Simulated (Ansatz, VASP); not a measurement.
One calculation of SnTe, two programs

INCAR

```
PREC     = Accurate       # precision mode
ENCUT    = 500            # plane-wave cutoff, eV
EDIFF    = 1E-6           # SCF threshold, eV
ISMEAR   = 0              # smearing method
SIGMA    = 0.01           # smearing width, eV
LREAL    = False          # projectors in reciprocal space
LASPH    = True           # aspherical terms in the spheres
NELM     = 120            # most SCF steps
ALGO     = Normal         # electronic algorithm
ISIF     = 2              # what is computed and relaxed
LWAVE    = False          # write WAVECAR
LCHARG   = True           # write CHGCAR
GGA      = PS             # functional
LELF     = True           # ELF
LVHAR    = True         
NBANDS   = 17             # bands
GGA_COMPAT= False
```

File KPOINTS:

```
Automatic mesh
0
Gamma
  8 8 8
```

The input POSCAR:

```
SnTe
1.0
    0.0000000000      3.1600000000      3.1600000000
    3.1600000000      0.0000000000      3.1600000000
    3.1600000000      3.1600000000      0.0000000000
Sn Te
1 1
Direct
    0.0000000000      0.0000000000      0.0000000000
    0.5000000000      0.5000000000      0.5000000000
```

Input for Ansatz:

```yaml
crystal:
  lattice:
    - [0.0, 3.16, 3.16]
    - [3.16, 0.0, 3.16]
    - [3.16, 3.16, 0.0]
  atoms:
    - { symbol: Sn, position: [0.0, 0.0, 0.0] }
    - { symbol: Te, position: [0.5, 0.5, 0.5] }
basis:
  ecutwfc: 420
kpoints:
  mp_grid: { grid: [8, 8, 8] }
  band_path:
    path:
      - [0.0, 0.0, 0.0]
      - [0.0, 0.0, 0.0]
      - [0.0, 0.0, 0.0]
      - [0.0, 0.0, 0.0]
      - [0.0, 0.0, 0.0]
      - [0.0, 0.0, 0.0]
      - [0.0, 0.0, 0.0]
      - [0.0, 0.0, 0.0]
      - [0.0, 0.0, 0.0]
      - [0.0, 0.0, 0.0]
      - [0.0, 0.0, 0.0]
      - [0.0, 0.0, 0.0]
      - [0.0, 0.0, 0.0]
      - [0.0, 0.0, 0.0]
      - [0.0, 0.0, 0.0]
      - [0.0, 0.0, 0.0]
      - [0.0, 0.0, 0.0]
      - [0.0, 0.0, 0.0]
      - [0.0, 0.0, 0.0]
      - [0.0, 0.0, 0.0]
      - [0.0, 0.0, 0.0]
      - [0.0, 0.0, 0.0]
      - [0.0, 0.0, 0.0]
      - [0.0, 0.0, 0.0]
      - [0.0, 0.0, 0.0]
      - [0.0, 0.0, 0.0]
      - [0.3, 0.3, 0.0]
      - [0.3166666667, 0.3166666667, 0.0]
      - [0.3333333333, 0.3333333333, 0.0]
      - [0.35, 0.35, 0.0]
      - [0.3666666667, 0.3666666667, 0.0]
      - [0.3833333333, 0.3833333333, 0.0]
      - [0.4, 0.4, 0.0]
      - [0.4166666667, 0.4166666667, 0.0]
      - [0.4333333333, 0.4333333333, 0.0]
      - [0.45, 0.45, 0.0]
      - [0.4666666667, 0.4666666667, 0.0]
      - [0.4833333333, 0.4833333333, 0.0]
      - [0.5, 0.5, 0.0]
      - [0.5, 0.5, 0.5]
      - [0.5, 0.5, 0.5]
      - [0.5, 0.5, 0.5]
      - [0.5, 0.5, 0.5]
      - [0.5, 0.5, 0.5]
      - [0.5, 0.5, 0.5]
      - [0.5, 0.5, 0.5]
      - [0.5, 0.5, 0.5]
      - [0.5, 0.5, 0.5]
      - [0.5, 0.5, 0.5]
      - [0.5, 0.5, 0.5]
      - [0.5, 0.5, 0.5]
      - [0.5, 0.5, 0.5]
      - [0.5, 0.5, 0.5]
      - [0.5, 0.5, 0.5]
      - [0.5, 0.5, 0.5]
      - [0.5, 0.5, 0.5]
      - [0.5, 0.5, 0.5]
      - [0.5, 0.5, 0.5]
      - [0.5, 0.5, 0.5]
      - [0.5, 0.5, 0.5]
      - [0.5, 0.5, 0.5]
      - [0.5, 0.5, 0.5]
      - [0.5, 0.5, 0.5]
      - [0.5, 0.5, 0.5]
      - [0.5, 0.5, 0.5]
    npoints: 1
hamiltonian:
  xc: pbesol
scf:
  occupations: { method: gaussian, width: 0.01 }
  n_extra_bands: 5
output:
  eigenvalues: true
```

Alike in both runs: task single point; functional PBEsol; k mesh 8 × 8 × 8; occupations gaussian, width 0.01 eV; no spin polarisation.

|  | VASP | Ansatz |
| --- | --- | --- |
| version | VASP 6.6.1 | Ansatz 0.2.0 |
| potentials or method | VASP PAW PBE potentials, release 64 (Sn_d, Te), cutoff 500 eV | scalar-relativistic, plane waves, PAW |
| valence electrons in the cell | 20 | 30 |

|  | VASP | Ansatz | Ansatz less VASP |
| --- | --- | --- | --- |
| gap on the k mesh at the Fermi level (eV) | 0.12 | 0.12 | -0.001 |
| least direct gap on the mesh (eV) | 0.12 | 0.12 | -0.001 |

VASP's potentials were made for PBE, not for PBEsol. With one functional, cell and mesh, what is left measures potentials, basis and numerics. VASP's potentials hold 20 valence electrons a cell and Ansatz's 30, so a difference there can come from the potentials and not from the codes.

Neither program's run includes spin-orbit coupling.
